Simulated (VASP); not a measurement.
Ta2Co7Ni7: single point with PBE

System: Ta2Co7Ni7.

```xyz
16
Lattice="5.6289 0.2477 0.1288 0.2477 5.7583 -0.1195 0.1288 -0.1195 5.9706" Properties=species:S:1:pos:R:3 pbc="T T T"
Co    3.3573    1.4794    3.7067
Co    2.6067    2.5366    5.8466
Co    0.8441    4.4183    0.8474
Co    3.4075    3.8821    3.8012
Co    5.1886    0.3212    5.8004
Co    1.1017    3.9797    4.3276
Co    2.2203    3.0432    2.1638
Ni    3.2812    5.7673    5.1312
Ni    3.5006    4.5788    0.9300
Ni    1.9964    5.6172    2.5275
Ni    4.8798    2.9534    5.2650
Ni    5.1744    3.1540    2.4835
Ni    3.7999    0.9754    1.6435
Ni    5.2381    5.5191    3.2605
Ta    0.8053    1.6504    4.0571
Ta    1.0699    1.1270    1.0487
```

```yaml
Program: VASP 6.6.1
Task: single point
Functional: PBE
Potentials_or_basis: VASP PAW PBE potentials, release 64 (Co, Ni, Ta_pv)
Cutoff: 400 eV
k_mesh: 1 × 1 × 1, shifted
Occupations: fermi-dirac, width 0.1749 eV
Spin: no spin polarisation
Dipole_correction: no
Mended: yes
Further_INCAR_settings: LREAL = Auto; ALGO = Normal; EDIFF = 1e-06; NBANDS = 92; ISYM = -1
```

```yaml
Pressure: 7.3 GPa
Largest_force: 4.422 eV/Å
Band_gap_on_the_k_mesh: zero (an odd number of electrons rules out a gap without spin polarisation)
```

Forces on the atoms (eV/Å):
```
Co   0.505  1.971  0.449
Co   0.044  0.233 -1.069
Co  -0.611 -1.403 -0.766
Co  -0.419  0.735  0.711
Co   0.327 -0.533 -2.104
Co   1.086  1.232  0.294
Co  -0.667 -0.446  0.512
Ni  -2.106 -0.106  0.205
Ni   0.676 -1.138  0.794
Ni   1.785 -2.549  3.142
Ni  -1.729  0.950  2.709
Ni   0.057 -0.132 -0.990
Ni   0.118  1.341 -1.094
Ni  -0.302 -0.057 -0.628
Ta   2.347 -2.119 -0.443
Ta  -1.113  2.019 -1.724
```

Stress tensor (GPa, compression positive):
```
 2.02 -2.62 -0.47
-2.62  7.66 -1.30
-0.47 -1.30 12.36
```

Levels at points of the mesh, in eV from the Fermi level:
```csv
k point,band 75,band 76,band 77,band 78,band 79,band 80,band 81,band 82
"(0.25, 0.25, 0.25)",-0.22,-0.18,-0.09,-0.06,0.04,0.10,0.18,0.25
```

It took 110 s on 1 thread of Intel(R) Xeon(R) Platinum 8259CL CPU @ 2.50GHz (Skylake/Cascade Lake) (shared host), peak memory 0.25 GiB.

Caveat: the atoms stand as in a frame of molecular dynamics; spin-orbit coupling is left out, which moves the levels of the heavy elements; the run has no spin polarisation, though such a crystal can be magnetic. Spin polarisation is off, so any magnetic state and its effect on volume and gap are missing.
